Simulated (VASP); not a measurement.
**Pt: single point with PBE**

Pt:

```
CELL_PARAMETERS angstrom
0.00000 1.98506 1.98506
2.01483 0.00000 1.98506
2.01483 1.98506 0.00000
ATOMIC_POSITIONS crystal
Pt 0.00000 0.00000 0.00000
```

This cell differs from its parent crystal: strain +0.0150 x Voigt [1, 0, 0, 0, 0, 0].

```json
{
 "Program": "VASP 6.6.1",
 "Task": "single point",
 "Functional": "PBE",
 "Potentials or basis": "VASP PAW PBE potentials, release 64 (Pt)",
 "Cutoff": "520 eV",
 "k mesh": "26 × 26 × 26",
 "Occupations": "gaussian, width 0.15 eV",
 "Spin": "no spin polarisation",
 "Dipole correction": "no",
 "Further INCAR settings": "ALGO = Fast; EDIFF = 1e-07; NBANDS = 11"
}
```

The pressure is -3.9 GPa and the band gap on the k mesh is zero (band 5 reaches 10.81 eV, above the bottom of band 6 at 8.74 eV).

Stress tensor (GPa, compression positive):
```
-4.78  0.00  0.00
 0.00 -3.47  0.00
 0.00  0.00 -3.47
```

Levels at points of the mesh, in eV from the Fermi level:
```
           k point  band 1  band 2  band 3  band 4  band 5  band 6  band 7  band 8  band 9  band 10
(0.00, 0.00, 0.00)   -9.64   -3.59   -3.42   -3.42   -1.60   -1.41   14.78   19.22   19.57    19.57
(0.50, 0.00, 0.00)   -6.79   -3.61   -3.45   -0.26   -0.01    0.07    5.46   14.32   18.49    18.78
(0.50, 0.50, 0.00)   -6.51   -6.09   -0.01    0.38    0.52    1.98    8.46   11.11   11.19    19.46
(0.00, 0.50, 0.50)   -6.54   -6.09    0.01    0.44    0.44    1.71    8.10   11.41   11.41    19.67
```

It took 84 s on 1 thread of Intel(R) Xeon(R) 6975P-C (Granite Rapids) (shared host), peak memory 0.35 GiB.

Caveat: the cell differs from its parent crystal (strain +0.0150 x Voigt [1, 0, 0, 0, 0, 0]); spin-orbit coupling is left out, which moves the levels of the heavy elements.
